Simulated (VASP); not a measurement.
Input of a VASP 6.6.1 run:

The input POSCAR:

```
MgSe
1.0
    0.0000000000      2.7362756101      2.7362756101
    2.7362756101      0.0000000000      2.7362756101
    2.7362756101      2.7362756101      0.0000000000
Mg Se
1 1
Direct
    0.0000000000      0.0000000000      0.0000000000
    0.5000000000      0.5000000000      0.5000000000
```

Contents of INCAR.step1:

```
ALGO = Normal
EDIFF = 1E-5
ENCUT = 580
GGA = PE
GGA_COMPAT = F
ISIF = 2
ISMEAR = 0
LASPH = T
LCHARG = F
LREAL = F
LWAVE = T
NBANDS = 11
NELM = 120
PREC = Accurate
SIGMA = 0.01
```

The input INCAR.step2:

```
AEXX = 0.25
ALGO = Normal
EDIFF = 1E-6
ENCUT = 580
GGA_COMPAT = F
ISIF = 2
ISMEAR = 0
ISTART = 1
LASPH = T
LCHARG = F
LHFCALC = T
LMIXTAU = T
LREAL = F
LWAVE = F
METAGGA = R2SCAN
NBANDS = 11
NELM = 120
PREC = Accurate
PRECFOCK = Normal
SIGMA = 0.01
```

File KPOINTS:

```
k-points
0
Gamma
  6 6 6
```

Potentials or basis: VASP PAW PBE potentials, release 64 (Mg, Se).

The run is started by

```sh
$ cat potpaw_PBE.64/Mg/POTCAR potpaw_PBE.64/Se/POTCAR > POTCAR
$ cp INCAR.step1 INCAR
$ mpirun -np 1 vasp_std > vasp.out
$ cp INCAR.step2 INCAR
$ mpirun -np 1 vasp_std > vasp.out
```

Task: Estimate the pressure.

Result: -1.2 GPa.

Task: Predict the band gap on the k mesh.

Result: 3.77 eV (least direct gap 4.73 eV).

Caveat: the PAW data sets were made with another functional, which shifts forces and pressure a little. A k mesh can miss the band edges.
